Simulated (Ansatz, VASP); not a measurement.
SnO2 in VASP and in Ansatz

```
Sn O
1.0
     0.00000    2.48441    2.48441
     2.48441    0.00000    2.48441
     2.48441    2.48441    0.00000
Sn O
1 2
Direct
  0.00000 0.00000 0.00000
  0.25000 0.25000 0.25000
  0.75000 0.75000 0.75000
```

Alike in both runs: task single point; functional PBE; k mesh 4 × 4 × 4; no spin polarisation.

|  | VASP | Ansatz |
| --- | --- | --- |
| version | VASP 6.6.1 | Ansatz 0.2.0-dev |
| potentials or method | VASP PAW PBE potentials, release 64 (Sn_d, O), cutoff 600 eV | hard PAW set made for 700 eV |
| occupations | gaussian, width 0.01 eV | fixed |

```csv
,VASP,Ansatz,Ansatz less VASP
gap on the k mesh at the Fermi level (eV),0.88,0.89,+0.012
```

The k mesh is coarse, so the values compare programs but aren't converged.
